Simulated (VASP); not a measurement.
Write the native input for VASP 6.6.1 that does the following.

* Task: electric field gradients
* Functional: PBE
* Potentials or basis: VASP PAW PBE potentials, release 64 (Mn_pv, S)
* Cutoff: 520 eV
* k mesh: 12 × 12 × 12
* Occupations: fermi-dirac, width 0.05 eV
* Spin: collinear spin, ferromagnetic start
* Starting moments: [4.0, 0.0] μB
* Dipole correction: no
* Further INCAR settings: ALGO = Normal; EDIFF = 1e-08; NBANDS = 20

The structure of MnS lies in POSCAR:

```
MnS
1.0
    0.0000000000      2.5858618322      2.5858618322
    2.5858618322      0.0000000000      2.5858618322
    2.5858618322      2.5858618322      0.0000000000
Mn S
1 1
Direct
    0.0000000000      0.0000000000      0.0000000000
    0.5000000000      0.5000000000      0.5000000000
```

This cell differs from its parent crystal: volume scaled by 0.97.

These files were run (other wordings do the same):

INCAR

```
SYSTEM = MnS
PREC = Accurate
ENCUT = 520
EDIFF = 1E-8
ISMEAR = -1
SIGMA = 0.05
LREAL = .False.
LASPH = .True.
NELM = 150
ALGO = Normal
ISIF = 2
LWAVE = .False.
LCHARG = .False.
ISPIN = 2
MAGMOM = 4 0
LORBIT = 11
LMAXMIX = 4
GGA = PE
LEFG = .True.
NBANDS = 20
```

KPOINTS

```
regular mesh
0
Gamma
  12 12 12
  0 0 0
```

Potentials or basis: VASP PAW PBE potentials, release 64 (Mn_pv, S).

Launch:

```bash
$ cat potpaw_PBE.64/Mn_pv/POTCAR potpaw_PBE.64/S/POTCAR > POTCAR
$ mpirun -np 1 vasp_std > vasp.out
```

Results of the run:

The pressure is -2.2 GPa and the net moment is 4.63 μB per cell. The site moments are Mn +4.20; S +0.10 μB. The valence electrons inside the program's atomic spheres are Mn 11.33; S 3.73.

Caveat: without QUAD_EFG the Cq values of the log hold for a quadrupole moment of 1 mb, not for the nuclei; a cell with one magnetic atom can't hold antiferromagnetic order, which such compounds often take.

Wall time 64 s on 1 thread of Intel(R) Xeon(R) Platinum 8488C (Sapphire Rapids) (shared host), peak memory 0.22 GiB.
